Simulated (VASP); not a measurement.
Runs of VASP 6.6.1 on C. The structure is that of space group Fd-3m (No. 227), or close to it. The cells are those of the table. 

```tsv
cell	gap on the mesh (eV)	pressure (GPa)
a = 2.505 Å, angles 60.0°, 2 atoms	(b)	5.4
a = 2.488 Å, angles 60.0°, 2 atoms	4.13	15.5
a = 2.572 Å, angles 60.0°, 2 atoms	3.90	-26.6
a = 2.555 Å, angles 60.0°, 2 atoms	(a)	-19.7
a = 2.522 Å, angles 60.0°, 2 atoms	(c)	-3.8
```

Alike in all rows: task single point; level PBEsol; potentials or basis VASP PAW PBE potentials, release 64 (C); no spin polarisation; k mesh 9 × 9 × 9; cutoff (eV) 520; smearing gaussian 0.01 eV.

Fill in the values left out.

(a) 3.95; (b) 4.08; (c) 4.04.

Caveats: the PAW data sets were made with another functional, which shifts forces and pressure a little.

A k mesh can miss the band edges.
